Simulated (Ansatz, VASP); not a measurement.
## B in VASP and in Ansatz

The input POSCAR:

```
B
1.0
    2.4589507939      1.4196759028      4.1935000000
   -2.4589507939      1.4196759028      4.1935000000
    0.0000000000     -2.8393518055      4.1935000000
B
12
Direct
    0.0101900000      0.6536100000      0.0101900000
    0.0101900000      0.0101900000      0.6536100000
    0.6536100000      0.0101900000      0.0101900000
    0.9898100000      0.3463900000      0.9898100000
    0.3463900000      0.9898100000      0.9898100000
    0.9898100000      0.9898100000      0.3463900000
    0.2211800000      0.6306000000      0.2211800000
    0.2211800000      0.2211800000      0.6306000000
    0.6306000000      0.2211800000      0.2211800000
    0.7788200000      0.3694000000      0.7788200000
    0.3694000000      0.7788200000      0.7788200000
    0.7788200000      0.7788200000      0.3694000000
```

INCAR.step1

```
SYSTEM = B
PREC = Accurate ; ENCUT = 520
ISMEAR = 0 ; SIGMA = 0.1
LREAL = .FALSE. ; LASPH = .TRUE.
NELM = 100 ; NBANDS = 30
GGA = PE ; ALGO = Normal
EDIFF = 1E-4 ; LWAVE = .TRUE.
LCHARG = .FALSE.
```

File INCAR.step2:

```
SYSTEM = B
PREC = Accurate ; ENCUT = 520
EDIFF = 1E-6 ; ISMEAR = 0
SIGMA = 0.1 ; LREAL = .FALSE.
LASPH = .TRUE. ; NELM = 100
ALGO = Normal ; ISIF = 2
LWAVE = .FALSE. ; LCHARG = .FALSE.
METAGGA = R2SCAN ; LMIXTAU = .TRUE.
NBANDS = 30 ; ISTART = 1
```

Contents of KPOINTS:

```
regular mesh
0
G
  6 6 6
  0 0 0
```

Input for Ansatz:

```yaml
crystal:
  lattice:
    - [2.4589507939, 1.4196759028, 4.1935]
    - [-2.4589507939, 1.4196759028, 4.1935]
    - [0.0, -2.8393518055, 4.1935]
  atoms:
    - { symbol: B, position: [0.01019, 0.65361, 0.01019] }
    - { symbol: B, position: [0.01019, 0.01019, 0.65361] }
    - { symbol: B, position: [0.65361, 0.01019, 0.01019] }
    - { symbol: B, position: [0.98981, 0.34639, 0.98981] }
    - { symbol: B, position: [0.34639, 0.98981, 0.98981] }
    - { symbol: B, position: [0.98981, 0.98981, 0.34639] }
    - { symbol: B, position: [0.22118, 0.6306, 0.22118] }
    - { symbol: B, position: [0.22118, 0.22118, 0.6306] }
    - { symbol: B, position: [0.6306, 0.22118, 0.22118] }
    - { symbol: B, position: [0.77882, 0.3694, 0.77882] }
    - { symbol: B, position: [0.3694, 0.77882, 0.77882] }
    - { symbol: B, position: [0.77882, 0.77882, 0.3694] }
basis:
  ecutwfc: 500
kpoints:
  mp_grid: { grid: [6, 6, 6] }
hamiltonian:
  xc: r2scan
scf:
  occupations: { method: gaussian, width: 0.1 }
  lower_state_search: "off"
output:
  forces: true
  stress: true
  eigenvalues: true
```

Alike in both runs: task single point; functional r2SCAN; k mesh 6 × 6 × 6; occupations gaussian, width 0.1 eV; no spin polarisation.

|  | VASP | Ansatz |
| --- | --- | --- |
| version | VASP 6.6.1 | Ansatz 0.2.0 |
| potentials or method | VASP PAW PBE potentials, release 64 (B), cutoff 520 eV | scalar-relativistic, plane waves, PAW |
| valence electrons in the cell | 36 | 36 |

Ansatz gave:

* gap on the k mesh at the Fermi level (eV): 1.53
* least direct gap on the mesh (eV): 1.97
* pressure (GPa): -3.6
* traceless stress, the component that is largest in VASP (GPa): -0.03
* rms of the force components (eV/Å): 0.127

**Question.** What did VASP give for the same quantities?

**Answer.** gap on the k mesh at the Fermi level (eV): 1.53; least direct gap on the mesh (eV): 1.97; pressure (GPa): -3.5; traceless stress, the component that is largest in VASP (GPa): -0.09; rms of the force components (eV/Å): 0.117.

VASP's potentials were made for PBE, not for r2SCAN. Atom by atom the forces differ by 0.010 eV/Å (rms over components). With one functional, cell and mesh, what is left measures potentials, basis and numerics.
